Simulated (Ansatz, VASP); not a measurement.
# PbO2 in VASP and in Ansatz

The input INCAR:

```
PREC     = Accurate       # precision mode
ENCUT    = 520            # plane-wave cutoff, eV
EDIFF    = 1E-7           # SCF threshold, eV
ISMEAR   = -1             # smearing method
SIGMA    = 0.02           # smearing width, eV
LREAL    = F              # projectors in reciprocal space
LASPH    = T              # aspherical terms in the spheres
NELM     = 60             # most SCF steps
ALGO     = Normal         # electronic algorithm
ISIF     = 2              # what is computed and relaxed
LWAVE    = F              # write WAVECAR
LCHARG   = T              # write CHGCAR
GGA      = PE             # functional
LELF     = T              # ELF
LVHAR    = T            
NBANDS   = 35             # bands
```

File KPOINTS:

```
regular mesh
0
Gamma
  6 6 8
```

The input POSCAR:

```
PbO2
1.0
    4.9838460811      0.0000000000      0.0000000000
    0.0000000000      4.9838460811      0.0000000000
    0.0000000000      0.0000000000      3.5098509722
Pb O
2 4
Direct
    0.0000000000      0.0000000000      0.0000000000
    0.5000000000      0.5000000000      0.5000000000
    0.3078609764      0.3078609764      0.0000000000
    0.1921390236      0.8078609764      0.5000000000
    0.8078609764      0.1921390236      0.5000000000
    0.6921390236      0.6921390236      0.0000000000
```

Input for Ansatz:

```yaml
crystal:
  lattice:
    - [4.9838460811, 0.0, 0.0]
    - [0.0, 4.9838460811, 0.0]
    - [0.0, 0.0, 3.5098509722]
  atoms:
    - { symbol: Pb, position: [0.0, 0.0, 0.0] }
    - { symbol: Pb, position: [0.5, 0.5, 0.5] }
    - { symbol: O, position: [0.3078609764, 0.3078609764, 0.0] }
    - { symbol: O, position: [0.1921390236, 0.8078609764, 0.5] }
    - { symbol: O, position: [0.8078609764, 0.1921390236, 0.5] }
    - { symbol: O, position: [0.6921390236, 0.6921390236, 0.0] }
kpoints:
  mp_grid: { grid: [6, 6, 8] }
  band_path:
    path:
      - [0.0, 0.0, 0.0]
      - [0.0, 0.5, 0.0]
      - [0.5, 0.5, 0.0]
      - [0.0, 0.0, 0.5]
      - [0.0, 0.5, 0.5]
      - [0.5, 0.5, 0.5]
      - [-0.104167, -0.104167, -0.0625]
      - [-0.117188, 0.117188, -0.013672]
    npoints: 1
hamiltonian:
  xc: pbe
scf:
  occupations: { method: fermi_dirac, width: 0.02 }
  n_extra_bands: 5
output:
  forces: true
  stress: true
  eigenvalues: true
  write_density: true
  write_potential: true
  elf: true
  volumetric_format: npy
```

Change from the starting cell: uniaxial_z strain +3.0%.

Alike in both runs: task single point; functional PBE; k mesh 6 × 6 × 8; occupations fermi-dirac, width 0.02 eV; no spin polarisation.

```csv
,VASP,Ansatz
version,VASP 6.6.1,Ansatz 0.2.0
potentials or method,"VASP PAW PBE potentials, release 64 (Pb_d, O)","plane waves, PAW"
plane-wave cutoff (eV),520,420
valence electrons in the cell,52,52
```

```tsv
	VASP	Ansatz	Ansatz less VASP
pressure (GPa)	1.7	1.4	-0.24
traceless stress, the component that is largest in VASP (GPa)	-1.79	-1.89	-0.098
```

With one functional, cell and mesh, what is left measures potentials, basis and numerics.

Neither program's run includes spin-orbit coupling.
